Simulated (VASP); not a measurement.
# Sn (I4_1/amd) in VASP: settings compared

Sn is run at these levels: BLYP, RPBE+D4, PBE, PBEsol+D3(BJ); tasks: single point, relaxation of cell and atoms.

Everything below comes from runs of VASP 6.6.1. Logs are shortened: lines on timing, memory, paths and dates and some standing lists are left out, and cuts for length are marked.

**1. The cell of the first run**

The structure is tetragonal, space group I4_1/amd (No. 141). The conventional cell has a = 6.132 Å, b = 6.132 Å, c = 3.317 Å, α = 90.00°, β = 90.00°, γ = 90.00°. Sn (site symmetry -4m2) has 10 Sn at 3.18 to 3.95 Å within 4.2 Å.

**2. Single point, BLYP**

Input file INCAR:

```
SYSTEM = Sn
PREC = Accurate
ENCUT = 520
EDIFF = 1E-6
ISMEAR = -1
SIGMA = 0.05
LREAL = .False.
LASPH = .True.
NELM = 80
ALGO = Normal
ISIF = 2
LWAVE = .False.
LCHARG = .False.
GGA = B5
ALDAX = 1.0
AGGAX = 1.0
AGGAC = 1.0
ALDAC = 0.0
NBANDS = 21
```

Input file KPOINTS:

```
Automatic mesh
0
Gamma
  9 9 9
  0 0 0
```

Input file POSCAR:

```
Sn
1.0
   -3.0662364983      3.0662364983      1.6584933297
    3.0662364983     -3.0662364983      1.6584933297
    3.0662364983      3.0662364983     -1.6584933297
Sn
2
Direct
    0.0000000000      0.0000000000      0.0000000000
    0.7500000000      0.2500000000      0.5000000000
```

Potentials or basis: VASP PAW PBE potentials, release 64 (Sn_d).

Started as:

```console
$ cat potpaw_PBE.64/Sn_d/POTCAR > POTCAR
$ mpirun -np 1 vasp_std > vasp.out
```

OUTCAR:

```text
SYSTEM = Sn
   PREC = Accurate
   ENCUT = 520
   EDIFF = 1E-6
   ISMEAR = -1
   LREAL = .False.
   LASPH = .True.
   NELM = 80
   ISIF = 2
   GGA = B5

 ion  position               nearest neighbor table
   1  0.000  0.000  0.000-   2 3.18   2 3.18   2 3.18   2 3.18
   2  0.750  0.250  0.500-   1 3.18   1 3.18   1 3.18   1 3.18

  LATTYP: Found a body centered tetragonal cell.
 ALAT       =     6.1324729966
 C/A-ratio  =     0.5408889140

  Lattice vectors:

 A1 = (  -3.0662364983,   3.0662364983,   1.6584933297)
 A2 = (   3.0662364983,  -3.0662364983,   1.6584933297)
 A3 = (   3.0662364983,   3.0662364983,  -1.6584933297)

Analysis of symmetry for initial positions (statically):
=====================================================================
 Subroutine PRICEL returns:
 Original cell was already a primitive cell.

 Routine SETGRP: Setting up the symmetry group for a
 body centered tetragonal supercell.

 Subroutine GETGRP returns: Found 16 space group operations
 (whereof  8 operations were pure point group operations)
 out of a pool of 16 trial point group operations.

The static configuration has the point symmetry D_2d.
 The point group associated with its full space group is D_4h.

Analysis of symmetry for dynamics (positions and initial velocities):
=====================================================================
 Subroutine PRICEL returns:
 Original cell was already a primitive cell.

 Routine SETGRP: Setting up the symmetry group for a
 body centered tetragonal supercell.

 Subroutine GETGRP returns: Found 16 space group operations
 (whereof  8 operations were pure point group operations)
 out of a pool of 16 trial point group operations.

The dynamic configuration has the point symmetry D_2d.
 The point group associated with its full space group is D_4h.

 Subroutine INISYM returns: Found 16 space group operations
 (whereof  8 operations are pure point group operations),
 and found     1 'primitive' translations

----------------------------------------------------------------------------------------

                                     Primitive cell

  volume of cell :      62.3713

  direct lattice vectors                    reciprocal lattice vectors
    -3.066236498  3.066236498  1.658493330     0.000000000  0.163066352  0.301478451
     3.066236498 -3.066236498  1.658493330     0.163066352  0.000000000  0.301478451
     3.066236498  3.066236498 -1.658493330     0.163066352  0.163066352  0.000000000

  length of vectors
     4.642651468  4.642651468  4.642651468     0.342753398  0.342753398  0.230610646

  position of ions in fractional coordinates (direct lattice)
     0.000000000  0.000000000  0.000000000
     0.750000000  0.250000000  0.500000000

  ion indices of the primitive-cell ions
   primitive index   ion index
                 1           1
                 2           2

----------------------------------------------------------------------------------------

 KPOINTS: Automatic mesh

Automatic generation of k-mesh.
 Grid dimensions read from file:
 generate k-points for:    9    9    9

 Generating k-lattice:

  Cartesian coordinates                     Fractional coordinates (reciprocal lattice)
     0.000000000  0.018118484  0.033497606     0.111111111  0.000000000 -0.000000000
     0.018118484  0.000000000  0.033497606     0.000000000  0.111111111 -0.000000000
     0.018118484  0.018118484  0.000000000     0.000000000  0.000000000  0.111111111

  Length of vectors
     0.038083711  0.038083711  0.025623405

  Shift w.r.t. Gamma in fractional coordinates (k-lattice)
     0.000000000  0.000000000  0.000000000

 Subroutine IBZKPT returns following result:
 ===========================================

 Found     75 irreducible k-points:

 Following reciprocal coordinates:
            Coordinates               Weight
  0.000000  0.000000  0.000000      1.000000
  0.111111  0.000000 -0.000000      8.000000
  0.222222  0.000000 -0.000000      8.000000
  0.333333  0.000000  0.000000      8.000000
  0.444444  0.000000 -0.000000      8.000000
  0.111111  0.111111 -0.000000      8.000000
[... 16 lines left out ...]
 -0.333333  0.333333  0.000000      4.000000
  0.444444  0.444444 -0.000000      8.000000
 [... further k-points ...]
   k-points           NKPTS =     75   k-points in BZ     NKDIM =     75   number of bands    NBANDS=     21
   number of dos      NEDOS =    301   number of ions     NIONS =      2
   total plane-waves  NPLWV =  46656
   dimension x,y,z NGX =    36 NGY =   36 NGZ =   36
   dimension x,y,z NGXF=    72 NGYF=   72 NGZF=   72
   ions per type =               2
   NGX,Y,Z   is equivalent  to a cutoff of  12.89, 12.89, 12.89 a.u.
   NGXF,Y,Z  is equivalent  to a cutoff of  25.78, 25.78, 25.78 a.u.
 SYSTEM =  Sn
   PREC   = accura    normal or accurate (medium, high low for compatibility)
   ISTART =      0    job   : 0-new  1-cont  2-samecut
   ICHARG =      2    charge: 1-file 2-atom 10-const
   ISPIN  =      1    spin polarized calculation?
   LNONCOLLINEAR =      F non collinear calculations
   LSORBIT =      F    spin-orbit coupling
   LASPH  =      T    aspherical Exc in radial PAW
   ENCUT  =  520.0 eV  38.22 Ry    6.18 a.u.   8.63  8.63  8.63*2*pi/ulx,y,z
   NELM   =     80;   NELMIN=  2; NELMDL= -5     # of ELM steps
   EDIFF  = 0.1E-05   stopping-criterion for ELM
   LREAL  =      F    real-space projection
[... 7 lines left out ...]
   TEBEG  =    0.0;   TEEND  =   0.0 temperature during run
   PSTRESS=    0.0 pullay stress
   NELECT =      28.0000    total number of electrons
   NUPDOWN=      -1.0000    fix difference up-down
   EMIN   =  10.00;   EMAX   =-10.00  energy-range for DOS
   EFERMI =   0.00;   METHOD = LEGACY
   ISMEAR =    -1;   SIGMA  =   0.05  broadening in eV -4-tet -1-fermi 0-gaus
   EFERMI_NEDOS =   21; number of points for ismear=-14 and -15
   IALGO  =     38    algorithm
   IMIX   =      4    mixing-type and parameters
     AMIX     =   0.40;   BMIX     =  1.00
     AMIX_MAG =   1.60;   BMIX_MAG =  1.00
  volume/ion in A,a.u.               =      31.19       210.45
  Fermi-wavevector in a.u.,A,eV,Ry     =   1.253524  2.368816 21.379125  1.571321
  Thomas-Fermi vector in A             =   2.387372
   LORBIT       =      0    0 simple, 1 ext, 2 COOP (PROOUT), +10 PAW based schemes
   GGA     = B5    functional components
   LHFCALC =     F    Hartree Fock is set to
   AEXX    =    0.0000 exact exchange contribution
   IVDW    =     0    specifies the selected vdW correction
   LEPSILON=     F    determine dielectric tensor
   LRPA    =     F    only Hartree local field effects (RPA)
 non-spin polarized calculation
  energy-cutoff  :      520.00
  volume of cell :       62.37
 maximum number of plane-waves:      1707
   NGX = 17   NGY = 17   NGZ = 17

 number of electron      28.0000005 magnetization

 Free energy of the ion-electron system (eV)
  ---------------------------------------------------
  ext. energy  EPLUGINS =         0.00000000
  ---------------------------------------------------
  free energy    TOTEN  =        -6.04849359 eV

  energy without entropy =       -6.03961804  energy(sigma->0) =       -6.04405582

 E-fermi :   6.8293     XC(G=0):  -9.0412

 val. band max:        6.7906677376   @ k =  -0.3333  -0.4444   0.2222
 cond. band min:       6.8657313661   @ k =   0.4444   0.3333  -0.0000
 fundamental gap:      0.0750636285
 Fermi energy:         6.8293216918

 k-point     1 :       0.0000    0.0000    0.0000
  band No.  band energies     occupation
      1     -14.6323      2.00000
      2     -14.5900      2.00000
      3     -14.5494      2.00000
      4     -14.5397      2.00000
      5     -14.4457      2.00000
      6     -14.4457      2.00000
[... 13 lines left out ...]
     20      16.1414      0.00000
     21      16.8206      0.00000

 k-point     2 :       0.1111    0.0000   -0.0000
  band No.  band energies     occupation
      1     -14.6272      2.00000
      2     -14.5727      2.00000
      3     -14.5343      2.00000
      4     -14.5301      2.00000
      5     -14.4557      2.00000
      6     -14.4534      2.00000
[... 13 lines left out ...]
     20      15.6997      0.00000
     21      15.9026      0.00000

 k-point     3 :       0.2222    0.0000   -0.0000
  band No.  band energies     occupation
      1     -14.6128      2.00000
      2     -14.5341      2.00000
      3     -14.5210      2.00000
      4     -14.4988      2.00000
      5     -14.4756      2.00000
      6     -14.4529      2.00000
[... 13 lines left out ...]
     20      14.3054      0.00000
     21      15.0000      0.00000

 k-point     4 :       0.3333    0.0000    0.0000
  band No.  band energies     occupation
      1     -14.5961      2.00000
      2     -14.5134      2.00000
      3     -14.5131      2.00000
      4     -14.5061      2.00000
      5     -14.4867      2.00000
      6     -14.4680      2.00000
[... 13 lines left out ...]
     20      13.5271      0.00000
     21      15.5429      0.00000

 k-point     5 :       0.4444    0.0000   -0.0000
  band No.  band energies     occupation
      1     -14.5843      2.00000
      2     -14.5327      2.00000
      3     -14.5211      2.00000
      4     -14.5003      2.00000
      5     -14.4787      2.00000
      6     -14.4772      2.00000
[... 13 lines left out ...]
     20      15.5119      0.00000
     21      16.4012      0.00000

 k-point     6 :       0.1111    0.1111   -0.0000
  band No.  band energies     occupation
      1     -14.6180      2.00000
      2     -14.5318      2.00000
      3     -14.5248      2.00000
      4     -14.4894      2.00000
      5     -14.4730      2.00000
      6     -14.4657      2.00000
[... 13 lines left out ...]
     20      14.3477      0.00000
     21      14.5217      0.00000

 k-point     7 :       0.2222    0.1111   -0.0000
  band No.  band energies     occupation
      1     -14.6035      2.00000
      2     -14.5171      2.00000
      3     -14.5109      2.00000
      4     -14.4904      2.00000
      5     -14.4853      2.00000
      6     -14.4724      2.00000
[... 13 lines left out ...]
     20      13.6422      0.00000
     21      14.6601      0.00000
[... 291 lines left out ...]
      1     -14.5709      2.00000
      2     -14.5381      2.00000
      3     -14.5144      2.00000
      4     -14.5040      2.00000
      5     -14.4691      2.00000
      6     -14.4337      2.00000
[... 13 lines left out ...]
     20      14.7183      0.00000
     21      16.6425      0.00000

 k-point    21 :       0.4444    0.3333   -0.0000
  band No.  band energies     occupation
      1     -14.5600      2.00000
      2     -14.5424      2.00000
      3     -14.5331      2.00000
      4     -14.5104      2.00000
      5     -14.4678      2.00000
      6     -14.4419      2.00000
[... 13 lines left out ...]
     20      16.7118      0.00000
     21      17.0743      0.00000

 k-point    22 :      -0.4444    0.3333   -0.0000
  band No.  band energies     occupation
      1     -14.5779      2.00000
      2     -14.5647      2.00000
      3     -14.5582      2.00000
      4     -14.4945      2.00000
      5     -14.4821      2.00000
      6     -14.4392      2.00000
[... 13 lines left out ...]
     20      17.2036      0.00000
     21      17.9324      0.00000

 k-point    23 :      -0.3333    0.3333    0.0000
  band No.  band energies     occupation
      1     -14.5931      2.00000
      2     -14.5756      2.00000
      3     -14.5750      2.00000
      4     -14.4970      2.00000
      5     -14.4774      2.00000
      6     -14.4331      2.00000
[... 13 lines left out ...]
     20      16.1711      0.00000
     21      16.2284      0.00000

 k-point    24 :       0.4444    0.4444   -0.0000
  band No.  band energies     occupation
      1     -14.5735      2.00000
      2     -14.5728      2.00000
      3     -14.5259      2.00000
      4     -14.5242      2.00000
      5     -14.4588      2.00000
      6     -14.4543      2.00000
[... 13 lines left out ...]
     20      16.9982      0.00000
     21      17.4205      0.00000

 [... further k-points ...]
[... 5 lines left out ...]
  --------------------------------------------------------------------------------------
  -------------------------------------------------------------------------------------
  Total       -0.0316331     -0.0316331     -0.0193227      0.0000000      0.0000000      0.0000000
  in kB       -0.8125817     -0.8125817     -0.4963572      0.0000000      0.0000000      0.0000000
  external PRESSURE =      -0.7071735 kB  Pullay stress =       0.0000000 kB

 VOLUME and BASIS-vectors are now :
 -----------------------------------------------------------------------------
  energy-cutoff  :      520.00
  volume of cell :       62.37
      direct lattice vectors                 reciprocal lattice vectors
    -3.066236498  3.066236498  1.658493330     0.000000000  0.163066352  0.301478451
     3.066236498 -3.066236498  1.658493330     0.163066352  0.000000000  0.301478451
     3.066236498  3.066236498 -1.658493330     0.163066352  0.163066352  0.000000000

 POSITION                                       TOTAL-FORCE (eV/Angst)
 -----------------------------------------------------------------------------------
      0.00000      0.00000      0.00000        -0.000000      0.000000      0.000000
      0.00000      3.06624      0.82925         0.000000     -0.000000     -0.000000
 -----------------------------------------------------------------------------------
    total drift:                               -0.000000      0.000000     -0.000000

  FREE ENERGIE OF THE ION-ELECTRON SYSTEM (eV)
  ---------------------------------------------------
  free  energy   TOTEN  =        -6.0484935869 eV

  energy  without entropy=       -6.0396180432  energy(sigma->0) =       -6.04405582
```

Wall time 47 s (1 thread of Intel Xeon 6975P-C (Granite Rapids), shared host); peak memory 0.24 GiB.

What came out:

```
Free energy            : -6.0485 eV
Pressure               : -0.1 GPa
Band gap on the k mesh : zero (band 14 reaches 7.94 eV, above the bottom of band 15 at 4.62 eV)
```

Caveat: the PAW data sets were made with another functional, which shifts forces and pressure a little; spin-orbit coupling is left out, which moves the levels of the heavy elements.

[end of part 1 of 3]
